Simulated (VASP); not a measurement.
Here is a VASP 6.6.1 calculation.

The input POSCAR:

```
MgB2
1.0
    3.0850000000      0.0000000000      0.0000000000
   -1.5425000000      2.6716883707      0.0000000000
    0.0000000000      0.0000000000      3.5230000000
Mg B
1 2
Direct
    0.0000000000      0.0000000000      0.0000000000
    0.6666666667      0.3333333333      0.5000000000
    0.3333333333      0.6666666667      0.5000000000
```

Contents of INCAR.step1:

```
PREC = Accurate
ENCUT = 660
ISMEAR = -1
SIGMA = 0.05
LREAL = False
LASPH = True
NELM = 120
NBANDS = 15
GGA = PE
ALGO = Normal
EDIFF = 1E-5
LWAVE = True
LCHARG = False
GGA_COMPAT = False
```

INCAR.step2

```
PREC = Accurate
ENCUT = 660
EDIFF = 1E-6
ISMEAR = -1
SIGMA = 0.05
LREAL = False
LASPH = True
NELM = 120
ALGO = Normal
ISIF = 2
LWAVE = False
LCHARG = False
METAGGA = R2SCAN
LMIXTAU = True
NBANDS = 15
ISTART = 1
GGA_COMPAT = False
```

File KPOINTS:

```
regular mesh
0
Gamma
  10 10 8
```

Potentials or basis: VASP PAW PBE potentials, release 64 (Mg_sv, B).

Launch:

```bash
$ cat potpaw_PBE.64/Mg_sv/POTCAR potpaw_PBE.64/B/POTCAR > POTCAR
$ cp INCAR.step1 INCAR
$ mpirun -np 1 vasp_std > vasp.out
$ cp INCAR.step2 INCAR
$ mpirun -np 1 vasp_std > vasp.out
```

Q: Estimate the pressure.

A: -2.3 GPa.

Q: Estimate the band gap on the k mesh.

A: Zero (band 8 reaches 6.29 eV, above the bottom of band 9 at 3.74 eV).

Stress tensor (GPa, compression positive):
```
-2.40  0.00  0.00
 0.00 -2.40  0.00
 0.00  0.00 -2.02
```

Caveat: the PAW data sets were made with another functional, which shifts forces and pressure a little.
